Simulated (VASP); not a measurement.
LiTi2P3:

```
CELL_PARAMETERS angstrom
2.93677 -4.91138 0.00000
2.93677 4.91138 0.00000
0.00000 0.00000 4.59203
ATOMIC_POSITIONS crystal
Li 0.50000 0.50000 0.00000
Ti 0.00000 0.50000 0.50000
Ti 0.50000 0.00000 0.50000
P 0.16107 0.83893 0.00000
P 0.83893 0.16107 0.00000
P 0.00000 0.00000 0.50000
```

| Quantity | Value |
| --- | --- |
| Program | VASP 6.6.1 |
| Task | relaxation of cell and atoms |
| Functional | PBEsol |
| Potentials or basis | VASP PAW PBE potentials, release 64 (Li_sv, Ti_sv, P) |
| Cutoff | 600 eV |
| k mesh | 4 × 4 × 4 |
| Occupations | fermi-dirac, width 0.03 eV |
| Spin | no spin polarisation |

At the start: pressure -16.6 GPa; volume 22.08 Å³/atom.

Problem. How do energy, volume and symmetry change on relaxing?

Solution. Over 30 steps the energy falls by 595.7 meV/atom and the volume is 16.00 Å³/atom (-27.5 %); space group Cmmm (No. 65, to 0.05 Å).

The path:
| step | energy change (eV) | largest force (eV/Å) | pressure (GPa) | volume (Å³) |
| --- | --- | --- | --- | --- |
| 1 | 0.0000 | 1.2330 | -16.56 | 132.47 |
| 2 | -2.7212 | 1.3691 | 1.88 | 93.33 |
| 3 | -2.7251 | 1.3770 | 0.84 | 94.28 |
| 4 | -2.9961 | 1.1921 | 1.15 | 93.34 |
| 5 | -3.2332 | 0.6772 | 2.61 | 91.51 |
| 6 | -3.2354 | 0.5610 | 2.97 | 91.15 |
| 7 | -3.3907 | 0.3094 | -1.64 | 95.78 |
| 8 | -3.3987 | 0.2173 | -2.63 | 97.00 |
| 9 | -3.4943 | 0.0995 | 0.73 | 95.06 |
| 10 | -3.4934 | 0.0621 | 1.47 | 94.71 |
| 11 | -3.4947 | 0.0867 | 0.99 | 94.93 |
| 12 | -3.5121 | 0.0337 | 0.00 | 96.31 |
| 13 | -3.5193 | 0.0129 | -0.67 | 97.31 |
| 14 | -3.5231 | 0.0733 | -1.90 | 99.29 |
| 15 | -3.5247 | 0.0243 | -1.30 | 98.29 |
| 16 | -3.5328 | 0.0678 | -1.28 | 98.44 |
| 17 | -3.5374 | 0.1177 | -1.25 | 98.60 |
| 18 | -3.5376 | 0.1303 | -1.24 | 98.65 |
| 19 | -3.5441 | 0.1414 | -0.78 | 98.06 |
| 20 | -3.5538 | 0.1616 | 0.68 | 96.33 |
| 21 | -3.5603 | 0.1422 | 0.43 | 96.34 |
| 22 | -3.5675 | 0.0935 | -0.20 | 96.35 |
| 23 | -3.5712 | 0.0511 | -0.04 | 96.13 |
| 24 | -3.5736 | 0.0095 | 0.22 | 95.74 |
| 25 | -3.5736 | 0.0122 | 0.24 | 95.72 |
| 26 | -3.5740 | 0.0204 | -0.09 | 96.07 |
| 27 | -3.5740 | 0.0200 | -0.08 | 96.06 |
| 28 | -3.5741 | 0.0146 | 0.00 | 96.03 |
| 29 | -3.5741 | 0.0139 | 0.01 | 96.02 |
| 30 | -3.5741 | 0.0079 | 0.01 | 96.03 |

Final structure:
```
Li Ti P
1.0
     3.08107   -4.14310    0.00000
     3.08107    4.14310    0.00000
     0.00000    0.00000    3.76128
Li Ti P
1 2 3
Direct
  0.50000 0.50000 0.00000
  0.00000 0.50000 0.50000
  0.50000 0.00000 0.50000
  0.21986 0.78014 0.00000
  0.78014 0.21986 0.00000
  0.00000 0.00000 0.50000
```

Caveat: the cutoff is under 1.25 times the usual one of these potentials, so pressure, stress and relaxed cells hold a basis-set (Pulay) error; the volume moved by over 15 % at a fixed basis, so the end points are rough; the PAW data sets were made with another functional, which shifts forces and pressure a little.
